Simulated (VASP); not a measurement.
# ZnCd2SeS2 (P1) in VASP: relaxation of cell and atoms with PBE

Aim: the relaxation of cell and atoms of ZnCd2SeS2 with PBE.

Everything below comes from runs of VASP 6.6.1. Logs are shortened: lines on timing, memory, paths and dates and some standing lists are left out, and cuts for length are marked.

**1. The cell of the first run**

The typed cell holds 12 atoms: a = 6.707 Å, b = 7.079 Å, c = 7.193 Å, α = 118.64°, β = 91.36°, γ = 89.89°.

**2. Relaxation of cell and atoms, PBE**

INCAR reads:

```
SYSTEM = ZnCd2SeS2
PREC = Accurate
ENCUT = 600
EDIFF = 1E-6
ISMEAR = 0
SIGMA = 0.1
LREAL = .False.
LASPH = .True.
NELM = 80
ALGO = Normal
ISIF = 3
LWAVE = .False.
LCHARG = .False.
GGA = PE
IBRION = 2
NSW = 80
EDIFFG = -0.025
```

KPOINTS reads:

```
Automatic mesh
0
Gamma
  2 2 2
  0 0 0
```

POSCAR reads:

```
ZnCd2SeS2
1.0
    0.0500697459      0.0725765746     -6.7062132001
    6.1042435082     -3.5853311341     -0.0071320890
   -6.1691869178     -3.6969115600      0.0841068807
Zn Cd Se S
2 4 2 4
Direct
    0.9648390797      0.1786294318      0.1619710316
    0.4963371471      0.8425535819      0.8496812932
    0.0280225176      0.5000382493      0.8270292641
    0.5114990902      0.1746062584      0.5068990866
   -0.0074559605      0.8437531771      0.5168249135
    0.5284241546      0.4837705578      0.1413287904
    0.8474640866      0.8459966430      0.8626367675
    0.3659218836      0.1472502528      0.1593716041
    0.8779940563      0.1634540647      0.4771837729
    0.8987803283      0.4726502320      0.1532742704
    0.3842188304      0.5187302736      0.8287275388
    0.3699547861      0.8285672776      0.5150716668
```

Potentials or basis: VASP PAW PBE potentials, release 64 (Zn, Cd, Se, S).

Command:

```bash
$ cat potpaw_PBE.64/Zn/POTCAR potpaw_PBE.64/Cd/POTCAR potpaw_PBE.64/Se/POTCAR potpaw_PBE.64/S/POTCAR > POTCAR
$ mpirun -np 1 vasp_std > vasp.out
```

OUTCAR:

```text
SYSTEM = ZnCd2SeS2
   PREC = Accurate
   ENCUT = 600
   EDIFF = 1E-6
   ISMEAR = 0
   LREAL = .False.
   LASPH = .True.
   NELM = 80
   ISIF = 3
   GGA = PE
   IBRION = 2
   NSW = 80
   EDIFFG = -0.025

 ion  position               nearest neighbor table
   1  0.965  0.179  0.162-  10 2.16   9 2.41   7 2.42   8 2.70
   2  0.496  0.843  0.850-  11 2.35   7 2.35   8 2.42  12 2.49
   3  0.028  0.500  0.827-  11 2.39  10 2.61   7 2.63   9 2.68
   4  0.511  0.175  0.507-   9 2.47   8 2.58  11 2.59  12 2.66
   5  0.993  0.844  0.517-   9 2.53  12 2.53   7 2.69  10 2.73
   6  0.528  0.484  0.141-  10 2.49  11 2.55   8 2.68  12 2.85
   7  0.847  0.846  0.863-   2 2.35   1 2.42   3 2.63   5 2.69
   8  0.366  0.147  0.159-   2 2.42   4 2.58   6 2.68   1 2.70
   9  0.878  0.163  0.477-   1 2.41   4 2.47   5 2.53   3 2.68
  10  0.899  0.473  0.153-   1 2.16   6 2.49   3 2.61   5 2.73
  11  0.384  0.519  0.829-   2 2.35   3 2.39   6 2.55   4 2.59
  12  0.370  0.829  0.515-   2 2.49   5 2.53   4 2.66   6 2.85

  LATTYP: Found a triclinic cell.
 ALAT       =     7.1925722990
 B/A-ratio  =     0.9842510039
 C/A-ratio  =     0.9324609518
 COS(alpha) =     0.0019641408
 COS(beta)  =     0.0236579384
 COS(gamma) =     0.4792803774

  Lattice vectors:

 A1 = (   6.1691869178,   3.6969115600,  -0.0841068807)
 A2 = (   6.1042435082,  -3.5853311341,  -0.0071320890)
 A3 = (   0.0500697459,   0.0725765746,  -6.7062132001)

Analysis of symmetry for initial positions (statically):
=====================================================================
 Subroutine PRICEL returns:
 Original cell was already a primitive cell.

 Routine SETGRP: Setting up the symmetry group for a
 triclinic supercell.

 Subroutine GETGRP returns: Found  1 space group operations
 (whereof  1 operations were pure point group operations)
 out of a pool of  2 trial point group operations.

The static configuration has the point symmetry C_1 .

Analysis of symmetry for dynamics (positions and initial velocities):
=====================================================================
 Subroutine PRICEL returns:
 Original cell was already a primitive cell.

 Routine SETGRP: Setting up the symmetry group for a
 triclinic supercell.

 Subroutine GETGRP returns: Found  1 space group operations
 (whereof  1 operations were pure point group operations)
 out of a pool of  2 trial point group operations.

The dynamic configuration has the point symmetry C_1 .

 Subroutine INISYM returns: Found  1 space group operations
 (whereof  1 operations are pure point group operations),
 and found     1 'primitive' translations

----------------------------------------------------------------------------------------

                                     Primitive cell

  volume of cell :     299.6195

  direct lattice vectors                    reciprocal lattice vectors
     0.050069746  0.072576575 -6.706213200    -0.001094447 -0.001566686 -0.149140577
     6.104243508 -3.585331134 -0.007132089     0.082725497 -0.138067350 -0.000876562
    -6.169186918 -3.696911560  0.084106881    -0.080250157 -0.136626622 -0.002077774

  length of vectors
     6.706792812  7.079296506  7.192572299     0.149152821  0.160956110  0.158465260

  position of ions in fractional coordinates (direct lattice)
     0.964839080  0.178629432  0.161971032
     0.496337147  0.842553582  0.849681293
     0.028022518  0.500038249  0.827029264
     0.511499090  0.174606258  0.506899087
     0.992544039  0.843753177  0.516824914
     0.528424155  0.483770558  0.141328790
     0.847464087  0.845996643  0.862636767
     0.365921884  0.147250253  0.159371604
     0.877994056  0.163454065  0.477183773
     0.898780328  0.472650232  0.153274270
     0.384218830  0.518730274  0.828727539
     0.369954786  0.828567278  0.515071667

  ion indices of the primitive-cell ions
   primitive index   ion index
                 1           1
                 2           2
                 3           3
                 4           4
                 5           5
                 6           6
                 7           7
                 8           8
                 9           9
                10          10
                11          11
                12          12

----------------------------------------------------------------------------------------

 KPOINTS: Automatic mesh

Automatic generation of k-mesh.
 Grid dimensions read from file:
 generate k-points for:    2    2    2

 Generating k-lattice:

  Cartesian coordinates                     Fractional coordinates (reciprocal lattice)
    -0.000547224 -0.000783343 -0.074570288     0.500000000  0.000000000  0.000000000
     0.041362749 -0.069033675 -0.000438281     0.000000000  0.500000000 -0.000000000
    -0.040125078 -0.068313311 -0.001038887    -0.000000000  0.000000000  0.500000000

  Length of vectors
     0.074576410  0.080478055  0.079232630

  Shift w.r.t. Gamma in fractional coordinates (k-lattice)
     0.000000000  0.000000000  0.000000000

 Subroutine IBZKPT returns following result:
 ===========================================

 Found      8 irreducible k-points:

 Following reciprocal coordinates:
            Coordinates               Weight
  0.000000  0.000000  0.000000      1.000000
  0.500000 -0.000000 -0.000000      1.000000
  0.000000  0.500000  0.000000      1.000000
  0.500000  0.500000  0.000000      1.000000
  0.000000 -0.000000  0.500000      1.000000
  0.500000 -0.000000  0.500000      1.000000
  0.000000  0.500000  0.500000      1.000000
  0.500000  0.500000  0.500000      1.000000
   k-points           NKPTS =      8   k-points in BZ     NKDIM =      8   number of bands    NBANDS=     64
   number of dos      NEDOS =    301   number of ions     NIONS =     12
   total plane-waves  NPLWV = 194400
   dimension x,y,z NGX =    54 NGY =   60 NGZ =   60
   dimension x,y,z NGXF=   108 NGYF=  120 NGZF=  120
   ions per type =               2   4   2   4
   NGX,Y,Z   is equivalent  to a cutoff of  13.39, 14.09, 13.87 a.u.
   NGXF,Y,Z  is equivalent  to a cutoff of  26.77, 28.18, 27.74 a.u.
 SYSTEM =  ZnCd2SeS2
   PREC   = accura    normal or accurate (medium, high low for compatibility)
   ISTART =      0    job   : 0-new  1-cont  2-samecut
   ICHARG =      2    charge: 1-file 2-atom 10-const
   ISPIN  =      1    spin polarized calculation?
   LNONCOLLINEAR =      F non collinear calculations
   LSORBIT =      F    spin-orbit coupling
   LASPH  =      T    aspherical Exc in radial PAW
   ENCUT  =  600.0 eV  44.10 Ry    6.64 a.u.  13.40 14.14 14.37*2*pi/ulx,y,z
   NELM   =     80;   NELMIN=  2; NELMDL= -5     # of ELM steps
   EDIFF  = 0.1E-05   stopping-criterion for ELM
   LREAL  =      F    real-space projection
   EDIFFG = -.3E-01   stopping-criterion for IOM
   NSW    =     80    number of steps for IOM
   IBRION =      2    ionic relax: 0-MD 1-quasi-New 2-CG
   NFREE  =      1    steps in history (QN), initial steepest desc. (CG)
   ISIF   =      3    stress and relaxation
   ISYM   =      2    0-nonsym 1-usesym 2-fastsym
   POTIM  = 0.5000    time-step for ionic-motion
   TEBEG  =    0.0;   TEEND  =   0.0 temperature during run
   PSTRESS=    0.0 pullay stress
   NELECT =     108.0000    total number of electrons
   NUPDOWN=      -1.0000    fix difference up-down
   EMIN   =  10.00;   EMAX   =-10.00  energy-range for DOS
   EFERMI =   0.00;   METHOD = LEGACY
   ISMEAR =     0;   SIGMA  =   0.10  broadening in eV -4-tet -1-fermi 0-gaus
   EFERMI_NEDOS =   21; number of points for ismear=-14 and -15
   IALGO  =     38    algorithm
   IMIX   =      4    mixing-type and parameters
     AMIX     =   0.40;   BMIX     =  1.00
     AMIX_MAG =   1.60;   BMIX_MAG =  1.00
  volume/ion in A,a.u.               =      24.97       168.49
  Fermi-wavevector in a.u.,A,eV,Ry     =   1.165090  2.201700 18.469013  1.357434
  Thomas-Fermi vector in A             =   2.301620
   LORBIT       =      0    0 simple, 1 ext, 2 COOP (PROOUT), +10 PAW based schemes
   GGA     = PE    functional components
   LHFCALC =     F    Hartree Fock is set to
   AEXX    =    0.0000 exact exchange contribution
   IVDW    =     0    specifies the selected vdW correction
   LEPSILON=     F    determine dielectric tensor
   LRPA    =     F    only Hartree local field effects (RPA)
 conjugate gradient relaxation of ions
 non-spin polarized calculation
 Gauss-broadening in eV      SIGMA  =   0.10
  energy-cutoff  :      600.00
  volume of cell :      299.62
 maximum number of plane-waves:     10021
 NGX is ok and might be reduce to    54
   NGX = 27   NGY = 29   NGZ = 29

--------------------------------------- Ionic step        1  -------------------------------------------

 number of electron     108.0000002 magnetization

 Free energy of the ion-electron system (eV)
  ---------------------------------------------------
  ext. energy  EPLUGINS =         0.00000000
  ---------------------------------------------------
  free energy    TOTEN  =       -35.98797155 eV

  energy without entropy =      -35.98797155  energy(sigma->0) =      -35.98797155

------------------------ aborting loop because EDIFF is reached ----------------------------------------

  FORCE on cell =-STRESS in cart. coord.  units (eV):
  Direction    XX          YY          ZZ          XY          YZ          ZX
  --------------------------------------------------------------------------------------
  -------------------------------------------------------------------------------------
  Total        2.7720648     -0.8775910      6.1321666     -2.0125381      0.1671867      1.5617828
  in kB       14.8232650     -4.6928068     32.7909834    -10.7617924      0.8940094      8.3514357
  external PRESSURE =      14.3071472 kB  Pullay stress =       0.0000000 kB
[... 119 lines left out ...]
  FREE ENERGIE OF THE ION-ELECTRON SYSTEM (eV)
  ---------------------------------------------------
  free  energy   TOTEN  =       -36.4117547246 eV

  energy  without entropy=      -36.4117547246  energy(sigma->0) =      -36.41175472

[... ionic steps 4 to 13 ...]

--------------------------------------- Ionic step       14  -------------------------------------------

 number of electron     108.0000001 magnetization

------------------------ aborting loop because EDIFF is reached ----------------------------------------

  FORCE on cell =-STRESS in cart. coord.  units (eV):
  Direction    XX          YY          ZZ          XY          YZ          ZX
  --------------------------------------------------------------------------------------
  -------------------------------------------------------------------------------------
  Total       -0.0453785     -0.0865010     -0.1773413     -0.0154639      0.0145218     -0.0458292
  in kB       -0.2405656     -0.4585692     -0.9401424     -0.0819789      0.0769849     -0.2429550
  external PRESSURE =      -0.5464257 kB  Pullay stress =       0.0000000 kB
[... 77 lines left out ...]
  energy  without entropy=      -36.6720554705  energy(sigma->0) =      -36.67205547

--------------------------------------- Ionic step       16  -------------------------------------------

 number of electron     108.0000008 magnetization

 Free energy of the ion-electron system (eV)
  ---------------------------------------------------
  ext. energy  EPLUGINS =         0.00000000
  ---------------------------------------------------
  free energy    TOTEN  =       -36.67271635 eV

  energy without entropy =      -36.67271635  energy(sigma->0) =      -36.67271635

 E-fermi :   1.5880     XC(G=0):  -9.0136

 val. band max:        1.0838108112   @ k =   0.0000   0.0000   0.0000
 cond. band min:       2.1878238888   @ k =   0.0000   0.0000   0.0000
 fundamental gap:      1.1040130776
 Fermi energy:         1.5880138383

 k-point     1 :       0.0000    0.0000    0.0000
  band No.  band energies     occupation
      1     -11.3572      2.00000
      2     -10.8579      2.00000
      3     -10.7180      2.00000
      4     -10.7098      2.00000
      5     -10.7014      2.00000
      6     -10.6891      2.00000
[... 564 lines left out ...]
  FREE ENERGIE OF THE ION-ELECTRON SYSTEM (eV)
  ---------------------------------------------------
  free  energy   TOTEN  =       -36.6727163501 eV

  energy  without entropy=      -36.6727163501  energy(sigma->0) =      -36.67271635

 reached required accuracy - stopping structural energy minimisation
```

It took 30 min on 1 thread of AMD EPYC 9R45 (Zen 5), shared host; peak memory 0.55 GiB.

Results:

- Free energy: -36.6727 eV
- Relaxed volume: 25.14 Å³/atom
- Relaxed cell: a = 6.780 Å, b = 7.152 Å, c = 7.152 Å, α = 119.57°, β = 90.01°, γ = 89.92°
- Space group after relaxing (to 0.1 Å): Cmc2_1 (No. 36)
- Energy gained by relaxing: 57.1 meV/atom
- Ionic steps: 16
- Pressure after relaxing: 0.1 GPa
- Largest force after relaxing: 0.019 eV/Å
- Band gap on the k mesh: 1.10 eV

Forces in eV/Å, atoms in the order of the input:
```
Zn  -0.001 -0.002  0.004
Zn   0.000  0.007  0.000
Cd  -0.008 -0.002 -0.001
Cd   0.000 -0.004 -0.002
Cd   0.005 -0.009 -0.013
Cd   0.007 -0.001  0.017
Se  -0.002 -0.010  0.003
Se  -0.011  0.005 -0.014
S    0.001  0.005  0.004
S   -0.003  0.005  0.008
S    0.006 -0.002  0.005
S    0.007  0.007 -0.011
```

Step by step:
```tsv
step	energy change (eV)	largest force (eV/Å)	pressure (GPa)	volume (Å³)
1	0.0000	1.5803	1.43	299.62
2	-0.4174	0.5676	-1.01	309.30
3	-0.4238	0.5523	-1.28	310.79
4	-0.5573	0.4477	-0.20	303.47
5	-0.5887	0.3768	0.80	297.81
6	-0.6407	0.2229	0.22	300.66
7	-0.6433	0.2981	0.06	301.45
8	-0.6601	0.1418	-0.13	302.41
9	-0.6640	0.1299	-0.25	303.13
10	-0.6709	0.1025	0.14	301.11
11	-0.6715	0.0987	0.27	300.38
12	-0.6774	0.0764	0.13	301.17
13	-0.6805	0.1070	-0.06	302.27
14	-0.6840	0.0515	-0.05	302.22
15	-0.6841	0.0425	-0.05	302.21
16	-0.6847	0.0186	0.05	301.64
```

Final structure:
```yaml
crystal:
  lattice:
    - [0.00207, -0.00508, -6.77994]
    - [6.18082, -3.59845, -0.00478]
    - [-6.18051, -3.59988, 0.00198]
  atoms:
    - { symbol: Zn, position: [0.98886, 0.17341, 0.17328] }
    - { symbol: Zn, position: [0.48869, 0.82656, 0.82708] }
    - { symbol: Cd, position: [0.00819, 0.49771, 0.83206] }
    - { symbol: Cd, position: [0.50700, 0.16638, 0.50220] }
    - { symbol: Cd, position: [0.00661, 0.83264, 0.49712] }
    - { symbol: Cd, position: [0.50860, 0.50261, 0.16793] }
    - { symbol: Se, position: [0.85588, 0.85090, 0.85057] }
    - { symbol: Se, position: [0.35575, 0.14974, 0.14943] }
    - { symbol: S, position: [0.88627, 0.16825, 0.48566] }
    - { symbol: S, position: [0.88720, 0.48585, 0.16740] }
    - { symbol: S, position: [0.38715, 0.51403, 0.83247] }
    - { symbol: S, position: [0.38580, 0.83191, 0.51480] }
```

Caveat: the k points lie up to 0.51 Å⁻¹ apart in the final cell.
